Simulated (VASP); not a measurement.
# Ge (I4/mmm) in VASP: further runs, part 2 of 2

VASP 6.6.1. The steps go on from the part before.

**3. Single point, HSE06**

This run uses another cell than the first one, of 18.22 Å³/atom.

Input file POSCAR:

```
Ge
1.0
   -1.5755858890      1.5755858890      1.8349411071
    1.5755858890     -1.5755858890      1.8349411071
    1.5755858890      1.5755858890     -1.8349411071
Ge
1
Direct
    0.5000000000      0.5000000000      0.0000000000
```

Input file INCAR.step1:

```
SYSTEM = Ge
ALGO = Normal
EDIFF = 1E-5
ENCUT = 520
GGA = PE
ISIF = 2
ISMEAR = -1
LASPH = .TRUE.
LCHARG = .FALSE.
LREAL = .FALSE.
LWAVE = .TRUE.
NBANDS = 13
NELM = 60
PREC = Accurate
SIGMA = 0.05
```

Input file INCAR.step2:

```
SYSTEM = Ge
ALGO = Normal
EDIFF = 1E-6
ENCUT = 520
GGA = PE
HFSCREEN = 0.2079
ISIF = 2
ISMEAR = -1
ISTART = 1
LASPH = .TRUE.
LCHARG = .FALSE.
LHFCALC = .TRUE.
LREAL = .FALSE.
LWAVE = .FALSE.
NBANDS = 13
NELM = 60
PREC = Accurate
PRECFOCK = Normal
SIGMA = 0.05
```

Input file KPOINTS:

```
k-points
0
G
  6 6 6
  0 0 0
```

Potentials or basis: VASP PAW PBE potentials, release 64 (Ge_d).

The run is started by

```sh
cat potpaw_PBE.64/Ge_d/POTCAR > POTCAR
cp INCAR.step1 INCAR
mpirun -np 1 vasp_std > vasp.out
cp INCAR.step2 INCAR
mpirun -np 1 vasp_std > vasp.out
```

OUTCAR:

```text
SYSTEM = Ge
   EDIFF = 1E-6
   ENCUT = 520
   GGA = PE
   HFSCREEN = 0.2079
   ISIF = 2
   ISMEAR = -1
   ISTART = 1
   LASPH = .TRUE.
   LHFCALC = .TRUE.
   LREAL = .FALSE.
   NELM = 60
   PREC = Accurate
   PRECFOCK = Normal

 ion  position               nearest neighbor table
   1  0.500  0.500  0.000-

  LATTYP: Found a body centered tetragonal cell.
 ALAT       =     3.1511717780
 C/A-ratio  =     1.1646087464

  Lattice vectors:

 A1 = (  -1.5755858890,   1.5755858890,   1.8349411071)
 A2 = (   1.5755858890,  -1.5755858890,   1.8349411071)
 A3 = (   1.5755858890,   1.5755858890,  -1.8349411071)

Analysis of symmetry for initial positions (statically):
=====================================================================
 Subroutine PRICEL returns:
 Original cell was already a primitive cell.

 Routine SETGRP: Setting up the symmetry group for a
 body centered tetragonal supercell.

 Subroutine GETGRP returns: Found 16 space group operations
 (whereof 16 operations were pure point group operations)
 out of a pool of 16 trial point group operations.

The static configuration has the point symmetry D_4h.

Analysis of symmetry for dynamics (positions and initial velocities):
=====================================================================
 Subroutine PRICEL returns:
 Original cell was already a primitive cell.

 Routine SETGRP: Setting up the symmetry group for a
 body centered tetragonal supercell.

 Subroutine GETGRP returns: Found 16 space group operations
 (whereof 16 operations were pure point group operations)
 out of a pool of 16 trial point group operations.

The dynamic configuration has the point symmetry D_4h.

 Subroutine INISYM returns: Found 16 space group operations
 (whereof 16 operations are pure point group operations),
 and found     1 'primitive' translations

[... 124 lines left out ...]
   AEXX    =    0.2500 exact exchange contribution
   HFSCREEN=    0.2079 screening length (either q_TF or 0.3 A-1)
   HFSCREENC=   0.2079 screening length for correlation (either q_TF or 0.3 A-1)
   ENCUTFOCK=  -1.0 apply spherical cutoff to Coloumb kernel
   IVDW    =     0    specifies the selected vdW correction
   LEPSILON=     F    determine dielectric tensor
   LRPA    =     F    only Hartree local field effects (RPA)
 non-spin polarized calculation
  energy-cutoff  :      520.00
  volume of cell :       18.22
 maximum number of plane-waves:       515
 NGX is ok and might be reduce to    24
  NGX = 18; NGY = 18; NGZ = 18

 number of electron      13.9999998 magnetization

 Free energy of the ion-electron system (eV)
  ---------------------------------------------------
  ext. energy  EPLUGINS =         0.00000000
  ---------------------------------------------------
  free energy    TOTEN  =        -4.81918819 eV

  energy without entropy =       -4.81600358  energy(sigma->0) =       -4.81759589

 E-fermi :   7.2240     XC(G=0):  -9.4174

 val. band max:        7.2074636473   @ k =   0.3333   0.3333   0.1667
 cond. band min:       7.4987162228   @ k =  -0.3333   0.3333   0.1667
 fundamental gap:      0.2912525755
 Fermi energy:         7.2240167190

 k-point     1 :       0.0000    0.0000    0.0000
  band No.  band energies     occupation
      1     -21.0602      2.00000
      2     -21.0602      2.00000
      3     -21.0312      2.00000
      4     -20.9926      2.00000
      5     -20.9545      2.00000
      6      -7.9757      2.00000
      7      17.3951      0.00000
      8      17.7740      0.00000
      9      17.7740      0.00000
     10      22.3814      0.00000
     11      22.3814      0.00000
     12      23.7965      0.00000
     13      23.8591      0.00000
[... 354 lines left out ...]
  band No.  band energies     occupation
      1     -21.0391      2.00000
      2     -21.0292      2.00000
      3     -20.9967      2.00000
      4     -20.9894      2.00000
      5     -20.9512      2.00000
      6      -4.4356      2.00000
      7       7.1420      1.67500
      8      11.5884      0.00000
      9      13.5947      0.00000
     10      18.3857      0.00000
     11      21.6983      0.00000
     12      23.8022      0.00000
     13      25.3144      0.00000

 [... further k-points ...]

------------------------ aborting loop because EDIFF is reached ----------------------------------------

  FORCE on cell =-STRESS in cart. coord.  units (eV):
  Direction    XX          YY          ZZ          XY          YZ          ZX
  --------------------------------------------------------------------------------------
  -------------------------------------------------------------------------------------
  Total        0.8067065      0.8067065     -0.4624033      0.0000000     -0.0000000      0.0000000
  in kB       70.9348789     70.9348789    -40.6598011      0.0000000     -0.0000000      0.0000000
  external PRESSURE =      33.7366522 kB  Pullay stress =       0.0000000 kB

 VOLUME and BASIS-vectors are now :
 -----------------------------------------------------------------------------
  energy-cutoff  :      520.00
  volume of cell :       18.22
      direct lattice vectors                 reciprocal lattice vectors
    -1.575585889  1.575585889  1.834941107     0.000000000  0.317342268  0.272488309
     1.575585889 -1.575585889  1.834941107     0.317342268  0.000000000  0.272488309
     1.575585889  1.575585889 -1.834941107     0.317342268  0.317342268  0.000000000

 POSITION                                       TOTAL-FORCE (eV/Angst)
 -----------------------------------------------------------------------------------
      0.00000      0.00000      1.83494        -0.000000     -0.000000     -0.000000
 -----------------------------------------------------------------------------------
    total drift:                                0.000000      0.000000     -0.000000

  FREE ENERGIE OF THE ION-ELECTRON SYSTEM (eV)
  ---------------------------------------------------
  free  energy   TOTEN  =        -4.8191881919 eV

  energy  without entropy=       -4.8160035844  energy(sigma->0) =       -4.81759589
```

OSZICAR.step1:

```text
N       E                     dE             d eps       ncg     rms          rms(c)
DAV:   1     0.623726413124E+02    0.62373E+02   -0.71138E+03   853   0.302E+03
DAV:   2     0.108767839587E+01   -0.61285E+02   -0.58508E+02   830   0.405E+02
DAV:   3    -0.408231654235E+01   -0.51700E+01   -0.51357E+01   895   0.701E+01
DAV:   4    -0.414884001866E+01   -0.66523E-01   -0.66517E-01   950   0.855E+00
DAV:   5    -0.414950695047E+01   -0.66693E-03   -0.66693E-03   905   0.943E-01    0.119E+00
DAV:   6    -0.414035102301E+01    0.91559E-02   -0.58287E-03  1000   0.166E+00    0.661E-01
DAV:   7    -0.413624378558E+01    0.41072E-02   -0.41279E-03   975   0.106E+00    0.581E-02
DAV:   8    -0.413610166769E+01    0.14212E-03   -0.37047E-04   955   0.452E-01    0.237E-02
DAV:   9    -0.413610761029E+01   -0.59426E-05   -0.45343E-06   665   0.221E-02
   1 F= -.41361076E+01 E0= -.41342671E+01  d E =-.368104E-02
```

Wall time 41 min (1 thread of Intel Xeon Platinum 8375C at 2.90GHz (Ice Lake), shared host); peak memory 0.24 GiB.

Results:

| Quantity | Value |
| --- | --- |
| Free energy | -4.8192 eV |
| Pressure | 3.4 GPa |
| Band gap on the k mesh | zero (bands 7 and 8 overlap by 13.60 eV) |

Stress tensor (GPa, compression positive):
```
 7.09  0.00  0.00
 0.00  7.09  0.00
 0.00  0.00 -4.07
```

Caveat: the k points lie up to 0.44 Å⁻¹ apart, too coarse for converged energies and pressures of a metal; the PAW data sets were made with another functional, which shifts forces and pressure a little.

The gap in the log of VASP goes by the Fermi energy; the results here count the filled bands.